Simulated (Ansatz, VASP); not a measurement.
# One calculation of MgCd3O4, two programs

File INCAR:

```
ALGO = Normal
EDIFF = 1E-6
ENCUT = 520
GGA = PE
ISIF = 2
ISMEAR = 0
LASPH = True
LCHARG = True
LELF = True
LREAL = False
LVHAR = True
LWAVE = False
NBANDS = 41
NELM = 80
PREC = Accurate
SIGMA = 0.1
```

KPOINTS

```
k-points
0
Gamma
  6 4 4
```

POSCAR

```
MgCd3O4
1.0
    3.2758851000      0.0000000000      0.0000000000
    0.0000000000      4.6667382000      0.0000000000
    0.0000000000      0.0000000000      6.6427252000
Mg Cd O
1 3 4
Direct
    0.0000000000      0.0000000000      0.0000000000
    0.5000000000      0.5000000000      0.2444540000
    0.0000000000      0.0000000000      0.5000000000
    0.5000000000      0.5000000000      0.7555460000
    0.0000000000      0.5000000000      0.0000000000
    0.5000000000      0.0000000000      0.2237180000
    0.0000000000      0.5000000000      0.5000000000
    0.5000000000      0.0000000000      0.7762820000
```

Input for Ansatz:

```yaml
crystal:
  lattice:
    - [3.2758851, 0.0, 0.0]
    - [0.0, 4.6667382, 0.0]
    - [0.0, 0.0, 6.6427252]
  atoms:
    - { symbol: Mg, position: [0.0, 0.0, 0.0] }
    - { symbol: Cd, position: [0.5, 0.5, 0.244454] }
    - { symbol: Cd, position: [0.0, 0.0, 0.5] }
    - { symbol: Cd, position: [0.5, 0.5, 0.755546] }
    - { symbol: O, position: [0.0, 0.5, 0.0] }
    - { symbol: O, position: [0.5, 0.0, 0.223718] }
    - { symbol: O, position: [0.0, 0.5, 0.5] }
    - { symbol: O, position: [0.5, 0.0, 0.776282] }
basis:
  ecutwfc: 420
kpoints:
  mp_grid: { grid: [6, 4, 4] }
hamiltonian:
  xc: pbe
scf:
  occupations: { method: gaussian, width: 0.1 }
  lower_state_search: "off"
output:
  forces: true
  stress: true
  eigenvalues: true
```

Alike in both runs: task single point; functional PBE; k mesh 6 × 4 × 4; occupations gaussian, width 0.1 eV; no spin polarisation.

|  | VASP | Ansatz |
| --- | --- | --- |
| version | VASP 6.6.1 | Ansatz 0.2.0 |
| potentials or method | VASP PAW PBE potentials, release 64 (Mg, Cd, O), cutoff 520 eV | scalar-relativistic, plane waves, PAW |
| valence electrons in the cell | 62 | 94 |

|  | VASP | Ansatz | Ansatz less VASP |
| --- | --- | --- | --- |
| gap on the k mesh at the Fermi level (eV) | none | none | - |
| pressure (GPa) | 1.0 | 0.0 | -0.95 |
| traceless stress, the component that is largest in VASP (GPa) | -0.06 | 0.02 | +0.080 |
| rms of the force components (eV/Å) | 0.021 | 0.002 | -0.0186 |

Atom by atom the forces differ by 0.019 eV/Å (rms over components). A gap of «none» marks a metal or a gap that the smearing closes. The functional is the same, so the differences come from potentials, cutoffs and numerics. VASP's potentials hold 62 valence electrons a cell and Ansatz's 94, so a difference there can come from the potentials and not from the codes.
